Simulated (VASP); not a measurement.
# Pd (Fm-3m) in VASP: notebook

Pd is run at these levels: LDA, PBEsol, BLYP; tasks: density of states, elastic constants, vibrations by perturbation theory.

Program: VASP 6.6.1. These are calculated values, not measurements. Logs are shortened: lines on timing, memory, paths and dates and some standing lists are left out, and cuts for length are marked.

### 1 The cell of the first run

It takes space group Fm-3m (No. 225, cubic). The conventional cell has a = 3.893 Å, b = 3.893 Å, c = 3.893 Å, α = 90.00°, β = 90.00°, γ = 90.00°. Pd (site symmetry m-3m) has 12 Pd at 2.75 Å within 3.6 Å.

### 2 Density of states, LDA

File POSCAR:

```
Pd
1.0
    0.0000000000      1.9465000000      1.9465000000
    1.9465000000      0.0000000000      1.9465000000
    1.9465000000      1.9465000000      0.0000000000
Pd
1
Direct
    0.0000000000      0.0000000000      0.0000000000
```

File INCAR.step1:

```
PREC = Accurate ; ENCUT = 520
EDIFF = 1E-7 ; ISMEAR = -1
SIGMA = 0.05 ; LREAL = False
LASPH = True ; NELM = 60
ALGO = Normal ; ISIF = 2
LWAVE = False ; LCHARG = True
LMAXMIX = 4 ; GGA = CA
NBANDS = 11
```

File KPOINTS.step1:

```
Automatic mesh
0
Gamma
  7 7 7
```

File INCAR.step2:

```
PREC = Accurate ; ENCUT = 520
EDIFF = 1E-7 ; ISMEAR = -5
SIGMA = 0.05 ; LREAL = False
LASPH = True ; NELM = 60
ALGO = Normal ; ISIF = 2
LWAVE = False ; LCHARG = False
LMAXMIX = 4 ; GGA = CA
LORBIT = 10 ; NBANDS = 11
NEDOS = 2001 ; ICHARG = 11
```

File KPOINTS.step2:

```
Automatic mesh
0
Gamma
  11 11 11
```

Potentials or basis: VASP PAW LDA potentials, release 64 (Pd).

Started as:

```console
> cat potpaw_LDA.64/Pd/POTCAR > POTCAR
> cp INCAR.step1 INCAR
> cp KPOINTS.step1 KPOINTS
> mpirun -np 1 vasp_std > vasp.out
> cp INCAR.step2 INCAR
> cp KPOINTS.step2 KPOINTS
> mpirun -np 1 vasp_std > vasp.out
```

OUTCAR:

```text
PREC = Accurate
   ENCUT = 520
   EDIFF = 1E-7
   ISMEAR = -5
   LREAL = False
   LASPH = True
   NELM = 60
   ISIF = 2
   GGA = CA
   LORBIT = 10
   ICHARG = 11

 ion  position               nearest neighbor table
   1  0.000  0.000  0.000-

  LATTYP: Found a face centered cubic cell.
 ALAT       =     3.8930000000

  Lattice vectors:

 A1 = (   0.0000000000,   1.9465000000,   1.9465000000)
 A2 = (   1.9465000000,   0.0000000000,   1.9465000000)
 A3 = (   1.9465000000,   1.9465000000,   0.0000000000)

Analysis of symmetry for initial positions (statically):
[... 33 lines left out ...]
                                     Primitive cell

  volume of cell :      14.7500

  direct lattice vectors                    reciprocal lattice vectors
     0.000000000  1.946500000  1.946500000    -0.256871307  0.256871307  0.256871307
     1.946500000  0.000000000  1.946500000     0.256871307 -0.256871307  0.256871307
     1.946500000  1.946500000  0.000000000     0.256871307  0.256871307 -0.256871307

  length of vectors
     2.752766699  2.752766699  2.752766699     0.444914156  0.444914156  0.444914156

  position of ions in fractional coordinates (direct lattice)
     0.000000000  0.000000000  0.000000000

  ion indices of the primitive-cell ions
   primitive index   ion index
                 1           1

----------------------------------------------------------------------------------------

 KPOINTS: Automatic mesh

Automatic generation of k-mesh.
 Grid dimensions read from file:
 generate k-points for:   11   11   11

 Generating k-lattice:

  Cartesian coordinates                     Fractional coordinates (reciprocal lattice)
    -0.023351937  0.023351937  0.023351937     0.090909091  0.000000000  0.000000000
     0.023351937 -0.023351937  0.023351937     0.000000000  0.090909091  0.000000000
     0.023351937  0.023351937 -0.023351937     0.000000000  0.000000000  0.090909091

  Length of vectors
     0.040446741  0.040446741  0.040446741

  Shift w.r.t. Gamma in fractional coordinates (k-lattice)
     0.000000000  0.000000000  0.000000000

 TETIRR: Found    201 inequivalent tetrahedra from     7986

 Subroutine IBZKPT returns following result:
 ===========================================

 Found     56 irreducible k-points:

 Following reciprocal coordinates:
            Coordinates               Weight
  0.000000  0.000000  0.000000      1.000000
  0.090909  0.000000  0.000000      8.000000
  0.181818  0.000000  0.000000      8.000000
  0.272727  0.000000  0.000000      8.000000
  0.363636  0.000000  0.000000      8.000000
  0.454545  0.000000  0.000000      8.000000
[... 16 lines left out ...]
 -0.272727  0.181818  0.000000     24.000000
 -0.181818  0.181818  0.000000     12.000000
 [... further k-points ...]
   k-points           NKPTS =     56   k-points in BZ     NKDIM =     56   number of bands    NBANDS=     11
   number of dos      NEDOS =   2001   number of ions     NIONS =      1
   total plane-waves  NPLWV =   8000
   dimension x,y,z NGX =    20 NGY =   20 NGZ =   20
   dimension x,y,z NGXF=    40 NGYF=   40 NGZF=   40
   ions per type =               1
   NGX,Y,Z   is equivalent  to a cutoff of  12.08, 12.08, 12.08 a.u.
   NGXF,Y,Z  is equivalent  to a cutoff of  24.16, 24.16, 24.16 a.u.
 SYSTEM =  unknown system
   PREC   = accura    normal or accurate (medium, high low for compatibility)
   ISTART =      0    job   : 0-new  1-cont  2-samecut
   ICHARG =     11    charge: 1-file 2-atom 10-const
   ISPIN  =      1    spin polarized calculation?
   LNONCOLLINEAR =      F non collinear calculations
   LSORBIT =      F    spin-orbit coupling
   LASPH  =      T    aspherical Exc in radial PAW
   ENCUT  =  520.0 eV  38.22 Ry    6.18 a.u.   5.12  5.12  5.12*2*pi/ulx,y,z
   NELM   =     60;   NELMIN=  2; NELMDL=  0     # of ELM steps
   EDIFF  = 0.1E-06   stopping-criterion for ELM
   LREAL  =      F    real-space projection
   EDIFFG = 0.1E-05   stopping-criterion for IOM
   NSW    =      0    number of steps for IOM
   IBRION =     -1    ionic relax: 0-MD 1-quasi-New 2-CG
   NFREE  =      0    steps in history (QN), initial steepest desc. (CG)
   ISIF   =      2    stress and relaxation
   ISYM   =      2    0-nonsym 1-usesym 2-fastsym
   POTIM  = 0.5000    time-step for ionic-motion
   TEBEG  =    0.0;   TEEND  =   0.0 temperature during run
   PSTRESS=    0.0 pullay stress
   NELECT =      10.0000    total number of electrons
   NUPDOWN=      -1.0000    fix difference up-down
   EMIN   =  10.00;   EMAX   =-10.00  energy-range for DOS
   EFERMI =   0.00;   METHOD = LEGACY
   ISMEAR =    -5;   SIGMA  =   0.05  broadening in eV -4-tet -1-fermi 0-gaus
   EFERMI_NEDOS =   21; number of points for ismear=-14 and -15
   IALGO  =     38    algorithm
   IMIX   =      4    mixing-type and parameters
     AMIX     =   0.40;   BMIX     =  1.00
     AMIX_MAG =   1.60;   BMIX_MAG =  1.00
  volume/ion in A,a.u.               =      14.75        99.54
  Fermi-wavevector in a.u.,A,eV,Ry     =   1.438171  2.717748 28.141404  2.068335
  Thomas-Fermi vector in A             =   2.557167
   LORBIT       =     10    0 simple, 1 ext, 2 COOP (PROOUT), +10 PAW based schemes
   GGA     = CA    functional components
   LHFCALC =     F    Hartree Fock is set to
   AEXX    =    0.0000 exact exchange contribution
   IVDW    =     0    specifies the selected vdW correction
   LEPSILON=     F    determine dielectric tensor
   LRPA    =     F    only Hartree local field effects (RPA)
 non-spin polarized calculation
 Fermi weights with tetrahedron method with Bloechl corrections
  energy-cutoff  :      520.00
  volume of cell :       14.75
 maximum number of plane-waves:       411

 number of electron       9.9999999 magnetization

 Free energy of the ion-electron system (eV)
  ---------------------------------------------------
  ext. energy  EPLUGINS =         0.00000000
  ---------------------------------------------------
  free energy    TOTEN  =        -6.47327976 eV

  energy without entropy =       -6.47327976  energy(sigma->0) =       -6.47327976

 E-fermi :   9.6007     XC(G=0): -13.5113

 val. band max:        9.6624147618   @ k =   0.4545   0.1818   0.0000
 cond. band min:       9.4528461534   @ k =   0.3636   0.0909   0.0000
 fundamental gap:     -0.2095686084
 Fermi energy:         9.6007032947

 k-point     1 :       0.0000    0.0000    0.0000
  band No.  band energies     occupation
      1       2.3539      2.00000
      2       6.7521      2.00000
      3       6.7521      2.00000
      4       6.7521      2.00000
      5       8.4061      2.00000
      6       8.4061      2.00000
      7      26.7203      0.00000
      8      31.4407      0.00000
      9      31.4407      0.00000
     10      31.4407      0.00000
     11      35.4651      0.00000

 k-point     2 :       0.0909    0.0000    0.0000
  band No.  band energies     occupation
      1       2.6509      2.00000
      2       6.6502      2.00000
      3       6.8528      2.00000
      4       6.8528      2.00000
      5       8.3605      2.00000
      6       8.3605      2.00000
      7      27.0182      0.00000
      8      29.7602      0.00000
      9      31.7842      0.00000
     10      31.7842      0.00000
     11      35.5130      0.00000

 k-point     3 :       0.1818    0.0000    0.0000
  band No.  band energies     occupation
      1       3.4348      2.00000
      2       6.5017      2.00000
      3       7.0367      2.00000
      4       7.0367      2.00000
      5       8.3531      2.00000
      6       8.3531      2.00000
      7      26.3938      0.00000
      8      27.9773      0.00000
      9      32.6419      0.00000
     10      32.6419      0.00000
     11      35.4427      0.00000

 k-point     4 :       0.2727    0.0000    0.0000
  band No.  band energies     occupation
      1       4.1932      2.00000
      2       6.9035      2.00000
      3       7.0276      2.00000
      4       7.0276      2.00000
      5       8.6614      2.00000
      6       8.6614      2.00000
      7      23.2313      0.00000
      8      27.6166      0.00000
      9      33.0479      0.00000
     10      33.0479      0.00000
     11      35.3343      0.00000

 k-point     5 :       0.3636    0.0000    0.0000
  band No.  band energies     occupation
      1       4.3413      2.00000
      2       6.8604      2.00000
      3       6.8604      2.00000
      4       8.4169      2.00000
      5       9.1818      2.00045
      6       9.1818      1.25435
      7      19.9188      0.00000
      8      26.7470      0.00000
      9      31.7314      0.00000
     10      31.7314      0.00000
     11      35.4816      0.00000

 k-point     6 :       0.4545    0.0000    0.0000
  band No.  band energies     occupation
      1       4.2678      2.00000
      2       6.7335      2.00000
      3       6.7335      2.00000
      4       9.5605      2.00000
      5       9.5605      1.99793
      6      10.1855      0.00840
      7      17.3128      0.00000
      8      26.1684      0.00000
      9      30.6601      0.00000
     10      30.6601      0.00000
     11      35.4982      0.00000

 k-point     7 :       0.0909    0.0909    0.0000
  band No.  band energies     occupation
      1       2.7504      2.00000
      2       6.5345      2.00000
      3       6.9348      2.00000
      4       6.9348      2.00000
      5       8.1830      2.00000
      6       8.4936      2.00000
      7      27.1622      0.00000
      8      30.2855      0.00000
      9      31.1531      0.00000
     10      31.1531      0.00000
     11      35.5142      0.00000

 k-point     8 :       0.1818    0.0909    0.0000
  band No.  band energies     occupation
      1       3.3835      2.00000
      2       6.3109      2.00000
      3       7.1340      2.00000
      4       7.1498      2.00000
      5       8.0362      2.00000
      6       8.5834      2.00000
      7      27.3496      0.00000
      8      28.2831      0.00000
      9      30.9234      0.00000
     10      31.9236      0.00000
     11      35.4719      0.00000
[... 141 lines left out ...]
 k-point    19 :       0.3636    0.1818    0.0000
  band No.  band energies     occupation
      1       4.8979      2.00000
      2       5.9331      2.00000
      3       6.9103      2.00000
      4       7.6840      2.00000
      5       9.3755      2.00950
      6       9.7489      0.28518
      7      22.5960      0.00000
      8      27.4028      0.00000
      9      27.8408      0.00000
     10      30.2361      0.00000
     11      35.3688      0.00000

 k-point    20 :       0.4545    0.1818    0.0000
  band No.  band energies     occupation
      1       4.8841      2.00000
      2       6.2277      2.00000
      3       7.0573      2.00000
      4       7.5171      2.00000
      5       9.6624      1.22936
      6      11.7200     -0.00581
      7      19.2168      0.00000
      8      26.2322      0.00000
      9      27.7025      0.00000
     10      29.3321      0.00000
     11      35.5271      0.00000

 k-point    21 :      -0.4545    0.1818    0.0000
  band No.  band energies     occupation
      1       4.9091      2.00000
      2       6.1974      2.00000
      3       7.3822      2.00000
      4       7.4764      2.00000
      5       9.5561      1.98035
      6      13.5810      0.00000
      7      16.9026      0.00000
      8      25.2880      0.00000
      9      28.4316      0.00000
     10      28.5564      0.00000
     11      35.5298      0.00000

 k-point    22 :      -0.3636    0.1818    0.0000
  band No.  band energies     occupation
      1       5.0470      2.00000
      2       6.2969      2.00000
      3       7.3455      2.00000
      4       7.3616      2.00000
      5       9.0533      2.00000
      6      12.6756      0.00000
      7      18.4318      0.00000
      8      24.7566      0.00000
      9      28.4578      0.00000
     10      30.0999      0.00000
     11      35.5505      0.00000

 k-point    23 :      -0.2727    0.1818    0.0000
  band No.  band energies     occupation
      1       5.2168      2.00000
      2       6.3806      2.00000
      3       6.7649      2.00000
      4       7.4817      2.00000
      5       8.3535      2.00000
      6      11.0604     -0.00150
      7      21.6301      0.00000
      8      24.7753      0.00000
      9      29.1728      0.00000
     10      32.4418      0.00000
     11      34.0921      0.00000

 k-point    24 :      -0.1818    0.1818    0.0000
  band No.  band energies     occupation
      1       4.8431      2.00000
      2       6.0594      2.00000
      3       6.9620      2.00000
      4       7.6720      2.00000
      5       7.7412      2.00000
      6       9.7816      0.49067
      7      24.6046      0.00000
      8      25.5664      0.00000
      9      30.6798      0.00000
     10      32.0607      0.00000
     11      34.6057      0.00000

 [... further k-points ...]
[... 5 lines left out ...]
  --------------------------------------------------------------------------------------
  -------------------------------------------------------------------------------------
  Total       -0.9895665     -0.9895665     -0.9895665      0.0000000      0.0000000      0.0000000
  in kB     -107.4885885   -107.4885885   -107.4885885      0.0000000      0.0000000      0.0000000
  external PRESSURE =    -107.4885885 kB  Pullay stress =       0.0000000 kB

 VOLUME and BASIS-vectors are now :
 -----------------------------------------------------------------------------
  energy-cutoff  :      520.00
  volume of cell :       14.75
      direct lattice vectors                 reciprocal lattice vectors
     0.000000000  1.946500000  1.946500000    -0.256871307  0.256871307  0.256871307
     1.946500000  0.000000000  1.946500000     0.256871307 -0.256871307  0.256871307
     1.946500000  1.946500000  0.000000000     0.256871307  0.256871307 -0.256871307

 POSITION                                       TOTAL-FORCE (eV/Angst)
 -----------------------------------------------------------------------------------
      0.00000      0.00000      0.00000        -0.000000     -0.000000     -0.000000
 -----------------------------------------------------------------------------------
    total drift:                                0.000000     -0.000000      0.000000

  FREE ENERGIE OF THE ION-ELECTRON SYSTEM (eV)
  ---------------------------------------------------
  free  energy   TOTEN  =        -6.4732797630 eV

  energy  without entropy=       -6.4732797630  energy(sigma->0) =       -6.47327976

 total charge

# of ion       s       p       d       tot
------------------------------------------
    1        0.490   0.482   8.468   9.440
```

Wall time 14 s (1 thread of Intel Xeon 8259CL, shared host); peak memory 0.12 GiB.

What came out:

* Valence electrons inside the program's atomic spheres: Pd 9.44

Levels at points of the mesh, in eV from the Fermi level:
| k point | band 2 | band 3 | band 4 | band 5 | band 6 | band 7 | band 8 | band 9 |
| --- | --- | --- | --- | --- | --- | --- | --- | --- |
| (0.00, 0.00, 0.00) | -2.85 | -2.85 | -2.85 | -1.19 | -1.19 | 17.12 | 21.84 | 21.84 |

Caveat: the k points lie up to 0.40 Å⁻¹ apart; tetrahedron occupations give inexact forces and stress in metals.

### 3 Density of states, PBEsol

POSCAR is that of step 2.

File INCAR.step1:

```
ALGO = Normal
EDIFF = 1E-6
ENCUT = 520
GGA = PS
ISIF = 2
ISMEAR = -1
LASPH = True
LCHARG = True
LMAXMIX = 4
LREAL = False
LWAVE = False
NBANDS = 11
NELM = 80
PREC = Accurate
SIGMA = 0.05
```

File KPOINTS.step1:

```
k-points
0
Gamma
  7 7 7
```

File INCAR.step2:

```
ALGO = Normal
EDIFF = 1E-6
ENCUT = 520
GGA = PS
ICHARG = 11
ISIF = 2
ISMEAR = -5
LASPH = True
LCHARG = False
LMAXMIX = 4
LORBIT = 10
LREAL = False
LWAVE = False
NEDOS = 2001
NELM = 80
PREC = Accurate
SIGMA = 0.05
```

File KPOINTS.step2:

```
k-points
0
Gamma
  11 11 11
```

Potentials or basis: VASP PAW PBE potentials, release 64 (Pd).

Started as:

```console
> cat potpaw_PBE.64/Pd/POTCAR > POTCAR
> cp INCAR.step1 INCAR
> cp KPOINTS.step1 KPOINTS
> mpirun -np 1 vasp_std > vasp.out
> cp INCAR.step2 INCAR
> cp KPOINTS.step2 KPOINTS
> mpirun -np 1 vasp_std > vasp.out
```

Wall time 14 s (1 thread of Intel Xeon 8259CL, shared host); peak memory 0.13 GiB.

Results (log left out):

```yaml
Valence_electrons_inside_the_program's_atomic_spheres: Pd 9.43
```

Levels at points of the mesh, in eV from the Fermi level:
| k point | band 1 | band 2 | band 3 | band 4 | band 5 | band 6 | band 7 | band 8 | band 9 |
| --- | --- | --- | --- | --- | --- | --- | --- | --- | --- |
| (0.00, 0.00, 0.00) | -7.25 | -2.83 | -2.83 | -2.83 | -1.19 | -1.19 | 17.12 | 21.89 | 21.89 |

Caveat: the k points lie up to 0.40 Å⁻¹ apart; the PAW data sets were made with another functional, which shifts forces and pressure a little; tetrahedron occupations give inexact forces and stress in metals.

### 4 Density of states, BLYP

POSCAR is that of step 3.

File INCAR.step1:

```
SYSTEM = Pd
PREC = Accurate ; ENCUT = 520
EDIFF = 1E-6 ; ISMEAR = -1
SIGMA = 0.05 ; LREAL = .FALSE.
LASPH = .TRUE. ; NELM = 60
ALGO = Fast ; ISIF = 2
LWAVE = .FALSE. ; LCHARG = .TRUE.
LMAXMIX = 4 ; GGA = B5
ALDAX = 1.0 ; AGGAX = 1.0
AGGAC = 1.0 ; ALDAC = 0.0
NBANDS = 11
```

File KPOINTS.step1:

```
Automatic mesh
0
G
  7 7 7
  0 0 0
```

File INCAR.step2:

```
SYSTEM = Pd
PREC = Accurate ; ENCUT = 520
EDIFF = 1E-6 ; ISMEAR = -5
SIGMA = 0.05 ; LREAL = .FALSE.
LASPH = .TRUE. ; NELM = 60
ALGO = Fast ; ISIF = 2
LWAVE = .FALSE. ; LCHARG = .FALSE.
LMAXMIX = 4 ; GGA = B5
ALDAX = 1.0 ; AGGAX = 1.0
AGGAC = 1.0 ; ALDAC = 0.0
LORBIT = 10 ; NBANDS = 11
NEDOS = 1001 ; ICHARG = 11
```

File KPOINTS.step2:

```
Automatic mesh
0
G
  11 11 11
  0 0 0
```

Started as:

```console
> cat potpaw_PBE.64/Pd/POTCAR > POTCAR
> cp INCAR.step1 INCAR
> cp KPOINTS.step1 KPOINTS
> mpirun -np 1 vasp_std > vasp.out
> cp INCAR.step2 INCAR
> cp KPOINTS.step2 KPOINTS
> mpirun -np 1 vasp_std > vasp.out
```

Wall time 21 s (1 thread of Intel Xeon 8259CL, shared host); peak memory 0.13 GiB.

The run converged. Its results:

```
Valence electrons inside the program's atomic spheres : Pd 9.48
```

Levels at points of the mesh, in eV from the Fermi level:
| k point | band 3 | band 4 | band 5 | band 6 | band 7 | band 8 |
| --- | --- | --- | --- | --- | --- | --- |
| (0.00, 0.00, 0.00) | -2.83 | -2.83 | -1.22 | -1.22 | 17.49 | 22.10 |

Caveat: the k points lie up to 0.40 Å⁻¹ apart; the PAW data sets were made with another functional, which shifts forces and pressure a little; tetrahedron occupations give inexact forces and stress in metals.

(Part 1 of 2 ends here.)
